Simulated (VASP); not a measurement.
# ZrC: single point with PBE

ZrC:

```
Zr C
1.0
     0.00000    2.44422    2.35021
     2.44422    0.00000    2.35021
     2.44422    2.44422    0.00000
Zr C
1 1
Direct
  0.50000 0.50000 0.50000
  0.00000 0.00000 0.00000
```

This cell differs from its parent crystal: strain +0.040 along x and y, +0.000 along z.

| Item | Value |
| --- | --- |
| Program | VASP 6.6.1 |
| Task | single point |
| Functional | PBE |
| Potentials or basis | VASP PAW PBE potentials, release 64 (Zr_sv, C) |
| Cutoff | 520 eV |
| k mesh | 18 × 18 × 18 |
| Occupations | gaussian, width 0.15 eV |
| Spin | no spin polarisation |

- Pressure: -13.2 GPa
- Band gap on the k mesh: zero (bands 8 and 9 overlap by 1.52 eV)

Stress tensor (GPa, compression positive):
```
-16.74   0.00   0.00
  0.00 -16.74   0.00
  0.00   0.00  -6.24
```

Levels at points of the mesh, in eV from the Fermi level:
```csv
k point,band 6,band 7,band 8,band 9,band 10,band 11
"(0.00, 0.00, 0.00)",0.85,0.85,0.94,0.94,1.01,1.28
"(0.50, 0.00, 0.00)",-5.01,-2.73,-2.69,3.95,4.22,4.87
"(0.50, 0.50, 0.00)",-1.90,-1.59,-0.16,-0.16,4.05,5.11
"(0.50, 0.00, 0.50)",-2.29,-1.51,-0.02,0.12,3.98,4.91
```

Run time: 6.5 min on 1 thread of Intel Xeon 8259CL (shared host), peak memory 0.32 GiB.

Caveat: the cell differs from its parent crystal (strain +0.040 along x and y, +0.000 along z); the cell stands under tension.
